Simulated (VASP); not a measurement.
# Ti (P6_3/mmc) in VASP: further runs, part 2 of 2

VASP 6.6.1. Earlier steps stand in the parts before.

### 4 Electric field gradients, PBE (volume scaled by 1.04)

Input file INCAR:

```
  PREC = Accurate
  ENCUT = 520
  EDIFF = 1E-8
  ISMEAR = -1
  SIGMA = 0.08
  LREAL = False
  LASPH = True
  NELM = 80
  ALGO = Normal
  ISIF = 2
  LWAVE = False
  LCHARG = False
  GGA = PE
  LEFG = True
  NBANDS = 19
```

Input file KPOINTS:

```
Automatic mesh
0
Gamma
  13 13 7
```

Input file POSCAR:

```
Ti
1.0
    2.9888180735      0.0000000000      0.0000000000
   -1.4944090368      2.5883923789      0.0000000000
    0.0000000000      0.0000000000      4.7476649663
Ti
2
Direct
    0.3333333333      0.6666666667      0.2500000000
    0.6666666667      0.3333333333      0.7500000000
```

Potentials or basis: VASP PAW PBE potentials, release 64 (Ti_sv).

The run is started by

```console
$ cat potpaw_PBE.64/Ti_sv/POTCAR > POTCAR
$ mpirun -np 1 vasp_std > vasp.out
```

OUTCAR:

```text
PREC = Accurate
   ENCUT = 520
   EDIFF = 1E-8
   ISMEAR = -1
   LREAL = False
   LASPH = True
   NELM = 80
   ISIF = 2
   GGA = PE

 ion  position               nearest neighbor table
   1  0.333  0.667  0.250-
   2  0.667  0.333  0.750-

  LATTYP: Found a hexagonal cell.
 ALAT       =     2.9888180735
 C/A-ratio  =     1.5884757284

  Lattice vectors:

 A1 = (   2.9888180735,   0.0000000000,   0.0000000000)
 A2 = (  -1.4944090368,   2.5883923789,   0.0000000000)
 A3 = (   0.0000000000,   0.0000000000,   4.7476649663)

Analysis of symmetry for initial positions (statically):
=====================================================================
 Subroutine PRICEL returns:
 Original cell was already a primitive cell.

 Routine SETGRP: Setting up the symmetry group for a
 hexagonal supercell.

 Subroutine GETGRP returns: Found 24 space group operations
 (whereof 12 operations were pure point group operations)
 out of a pool of 24 trial point group operations.

The static configuration has the point symmetry D_3d.
 The point group associated with its full space group is D_6h.

Analysis of symmetry for dynamics (positions and initial velocities):
=====================================================================
 Subroutine PRICEL returns:
 Original cell was already a primitive cell.

 Routine SETGRP: Setting up the symmetry group for a
 hexagonal supercell.

 Subroutine GETGRP returns: Found 24 space group operations
 (whereof 12 operations were pure point group operations)
 out of a pool of 24 trial point group operations.

The dynamic configuration has the point symmetry D_3d.
 The point group associated with its full space group is D_6h.

 Subroutine INISYM returns: Found 24 space group operations
 (whereof 12 operations are pure point group operations),
 and found     1 'primitive' translations

----------------------------------------------------------------------------------------

                                     Primitive cell

  volume of cell :      36.7290

  direct lattice vectors                    reciprocal lattice vectors
     2.988818074  0.000000000  0.000000000     0.334580418  0.193170094  0.000000000
    -1.494409037  2.588392379  0.000000000     0.000000000  0.386340189  0.000000000
     0.000000000  0.000000000  4.747664966     0.000000000  0.000000000  0.210629858

  length of vectors
     2.988818074  2.988818073  4.747664966     0.386340189  0.386340189  0.210629858

  position of ions in fractional coordinates (direct lattice)
     0.333333333  0.666666667  0.250000000
     0.666666667  0.333333333  0.750000000

  ion indices of the primitive-cell ions
   primitive index   ion index
                 1           1
                 2           2

----------------------------------------------------------------------------------------

 KPOINTS: Automatic mesh

Automatic generation of k-mesh.
 Grid dimensions read from file:
[... 65 lines left out ...]
   EDIFF  = 0.1E-07   stopping-criterion for ELM
   LREAL  =      F    real-space projection
   EDIFFG = 0.1E-06   stopping-criterion for IOM
   NSW    =      0    number of steps for IOM
   IBRION =     -1    ionic relax: 0-MD 1-quasi-New 2-CG
   NFREE  =      0    steps in history (QN), initial steepest desc. (CG)
   ISIF   =      2    stress and relaxation
   ISYM   =      2    0-nonsym 1-usesym 2-fastsym
   POTIM  = 0.5000    time-step for ionic-motion
   TEBEG  =    0.0;   TEEND  =   0.0 temperature during run
   PSTRESS=    0.0 pullay stress
   NELECT =      24.0000    total number of electrons
   NUPDOWN=      -1.0000    fix difference up-down
   EMIN   =  10.00;   EMAX   =-10.00  energy-range for DOS
   EFERMI =   0.00;   METHOD = LEGACY
   ISMEAR =    -1;   SIGMA  =   0.08  broadening in eV -4-tet -1-fermi 0-gaus
   EFERMI_NEDOS =   21; number of points for ismear=-14 and -15
   IALGO  =     38    algorithm
   IMIX   =      4    mixing-type and parameters
     AMIX     =   0.40;   BMIX     =  1.00
     AMIX_MAG =   1.60;   BMIX_MAG =  1.00
  volume/ion in A,a.u.               =      18.36       123.93
  Fermi-wavevector in a.u.,A,eV,Ry     =   1.420612  2.684567 27.458426  2.018137
  Thomas-Fermi vector in A             =   2.541509
   LORBIT       =      0    0 simple, 1 ext, 2 COOP (PROOUT), +10 PAW based schemes
   GGA     = PE    functional components
   LHFCALC =     F    Hartree Fock is set to
   AEXX    =    0.0000 exact exchange contribution
   IVDW    =     0    specifies the selected vdW correction
   LEPSILON=     F    determine dielectric tensor
   LRPA    =     F    only Hartree local field effects (RPA)
 non-spin polarized calculation
  energy-cutoff  :      520.00
  volume of cell :       36.73
 maximum number of plane-waves:      1014
 NGX is ok and might be reduce to    24
   NGX = 11   NGY = 11   NGZ = 17

 number of electron      23.9999998 magnetization

 Free energy of the ion-electron system (eV)
  ---------------------------------------------------
  ext. energy  EPLUGINS =         0.00000000
  ---------------------------------------------------
  free energy    TOTEN  =       -15.65817262 eV

  energy without entropy =      -15.60728869  energy(sigma->0) =      -15.63273066

 E-fermi :   7.7470     XC(G=0): -11.2370

 val. band max:        7.7443180929   @ k =   0.3846   0.2308   0.2857
 cond. band min:       7.7545265212   @ k =   0.2308   0.2308   0.4286
 fundamental gap:      0.0102084282
 Fermi energy:         7.7469883436

 k-point     1 :       0.0000    0.0000    0.0000
  band No.  band energies     occupation
      1     -49.1925      2.00000
      2     -49.0849      2.00000
      3     -25.7171      2.00000
      4     -25.1798      2.00000
      5     -25.1798      2.00000
      6     -25.1306      2.00000
[... 505 lines left out ...]
      6     -25.2023      2.00000
[... 11 lines left out ...]
     18       9.4337      0.00000
     19      10.8219      0.00000

 [... further k-points ...]
[... 5 lines left out ...]
  --------------------------------------------------------------------------------------
  -------------------------------------------------------------------------------------
  Total       -1.2554219     -1.2554219     -1.3569764      0.0000000     -0.0000000     -0.0000000
  in kB      -54.7634271    -54.7634271    -59.1933907      0.0000000     -0.0000000     -0.0000000
  external PRESSURE =     -56.2400816 kB  Pullay stress =       0.0000000 kB

 VOLUME and BASIS-vectors are now :
 -----------------------------------------------------------------------------
  energy-cutoff  :      520.00
  volume of cell :       36.73
      direct lattice vectors                 reciprocal lattice vectors
     2.988818074  0.000000000  0.000000000     0.334580418  0.193170094  0.000000000
    -1.494409037  2.588392379  0.000000000     0.000000000  0.386340189  0.000000000
     0.000000000  0.000000000  4.747664966     0.000000000  0.000000000  0.210629858

 POSITION                                       TOTAL-FORCE (eV/Angst)
 -----------------------------------------------------------------------------------
     -0.00000      1.72559      1.18692         0.000000      0.000000      0.000000
      1.49441      0.86280      3.56075         0.000000      0.000000      0.000000
 -----------------------------------------------------------------------------------
    total drift:                               -0.000000      0.000000     -0.000000

  FREE ENERGIE OF THE ION-ELECTRON SYSTEM (eV)
  ---------------------------------------------------
  free  energy   TOTEN  =       -15.6581726207 eV

  energy  without entropy=      -15.6072886900  energy(sigma->0) =      -15.63273066

 Electric field gradients (V/A^2)
---------------------------------------------------------------------
 ion       V_xx      V_yy      V_zz      V_xy      V_xz      V_yz
---------------------------------------------------------------------
   1      -7.461    -7.462    14.923    -0.001     0.000    -0.000
   2      -7.461    -7.462    14.923    -0.001    -0.000     0.000
---------------------------------------------------------------------

 Electric field gradients after diagonalization (V/A^2)
 (convention: |V_zz| > |V_xx| > |V_yy|)
----------------------------------------------------------------------
 ion       V_xx      V_yy      V_zz     asymmetry (V_yy - V_xx)/ V_zz
----------------------------------------------------------------------
   1      -7.462    -7.460    14.923       0.000
   2      -7.462    -7.460    14.923       0.000
----------------------------------------------------------------------

           NMR quadrupolar parameters

 Cq : quadrupolar parameter    Cq=e*Q*V_zz/h
 eta: asymmetry parameters     (V_yy - V_xx)/ V_zz
 Q  : nuclear electric quadrupole moment in mb (millibarn)
----------------------------------------------------------------------
 ion       Cq(MHz)       eta       Q (mb)
----------------------------------------------------------------------
   1       0.036       0.000       1.000
   2       0.036       0.000       1.000
----------------------------------------------------------------------
```

OSZICAR:

```text
N       E                     dE             d eps       ncg     rms          rms(c)
DAV:   1     0.265466341457E+03    0.26547E+03   -0.13045E+04  3200   0.155E+03
DAV:   2     0.126303200325E+02   -0.25284E+03   -0.24882E+03  3273   0.439E+02
DAV:   3    -0.166133108134E+02   -0.29244E+02   -0.28901E+02  6022   0.123E+02
DAV:   4    -0.178497691706E+02   -0.12365E+01   -0.12353E+01  3669   0.266E+01
DAV:   5    -0.179130157045E+02   -0.63247E-01   -0.63237E-01  4780   0.420E+00    0.113E+01
DAV:   6    -0.156588481277E+02    0.22542E+01   -0.85493E+00  3734   0.285E+01    0.270E+00
DAV:   7    -0.156441085269E+02    0.14740E-01   -0.67212E-01  4769   0.575E+00    0.201E+00
DAV:   8    -0.156650414599E+02   -0.20933E-01   -0.18445E-01  3554   0.494E+00    0.629E-01
DAV:   9    -0.156578251352E+02    0.72163E-02   -0.42751E-02  3706   0.201E+00    0.661E-02
DAV:  10    -0.156581272106E+02   -0.30208E-03   -0.25683E-03  4652   0.301E-01    0.774E-02
DAV:  11    -0.156581804621E+02   -0.53251E-04   -0.12432E-04  3730   0.735E-02    0.337E-02
DAV:  12    -0.156581710318E+02    0.94302E-05   -0.28627E-05  3761   0.429E-02    0.776E-03
DAV:  13    -0.156581717185E+02   -0.68673E-06   -0.17114E-06  3748   0.121E-02    0.780E-04
DAV:  14    -0.156581723579E+02   -0.63933E-06   -0.17421E-07  4499   0.218E-03    0.822E-04
DAV:  15    -0.156581726168E+02   -0.25889E-06   -0.27939E-08  3209   0.134E-03    0.249E-04
DAV:  16    -0.156581726207E+02   -0.38922E-08   -0.29275E-09  1790   0.397E-04
   1 F= -.15658173E+02 E0= -.15632731E+02  d E =-.508839E-01
```

stdout:

```text
POSCAR found type information on POSCAR Ti
 POSCAR found :  1 types and       2 ions
 scaLAPACK will be used
 LDA part: xc-table for (Slater+PW92), standard interpolation
 POSCAR, INCAR and KPOINTS ok, starting setup
 FFT: planning ... GRIDC
 FFT: planning ... GRID_SOFT
 FFT: planning ... GRID
 WAVECAR not read
 entering main loop
ion   1

ion   2
```

Wall time 22 s (1 thread of Intel Xeon 6975P-C (Granite Rapids), shared host); peak memory 0.18 GiB.

Results:

```
Free energy            : -15.6582 eV
Pressure               : -5.6 GPa
Band gap on the k mesh : zero (band 12 reaches 8.50 eV, above the bottom of band 13 at 7.46 eV)
```

Electric field gradients, principal values (V/Å²):
```csv
atom,least,middle,greatest (by size)
1 Ti,-7.460,-7.462,14.923
2 Ti,-7.460,-7.462,14.923
```

Caveat: without QUAD_EFG the Cq values of the log hold for a quadrupole moment of 1 mb, not for the nuclei.
